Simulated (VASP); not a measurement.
Runs of VASP 6.6.1 on PtS2. The structure is that of space group R-3m (No. 166), or close to it. The cells are those of the table. 

```tsv
level	cell	smearing	gap on the mesh (eV)	pressure (GPa)	largest force (eV/Å)
r2SCAN	a = 5.828 Å, angles 35.8°, 3 atoms	gaussian 0.01 eV	(b)	-1.0	0.05
r2SCAN	a = 5.929 Å, angles 34.9°, 3 atoms	gaussian 0.01 eV	(c)	-0.2	0.04
PBE	a = 5.929 Å, angles 34.9°, 3 atoms	fermi-dirac 0.02 eV	1.11	1.7	-
PBE	a = 5.828 Å, angles 35.8°, 3 atoms	fermi-dirac 0.02 eV	1.00	0.9	(a)
```

Alike in all rows: task single point; potentials or basis VASP PAW PBE potentials, release 64 (Pt, S); no spin polarisation; k mesh 8 × 8 × 8; cutoff (eV) 520.

Problem. Fill in the values left out.

Solution. (a) 0.01; (b) 1.16; (c) 1.28.

Caveats: spin-orbit coupling is left out, which moves the levels of the heavy elements; the PAW data sets were made with another functional, which shifts forces and pressure a little (some runs).

A k mesh can miss the band edges, and the runs leave out spin-orbit coupling on Pt.
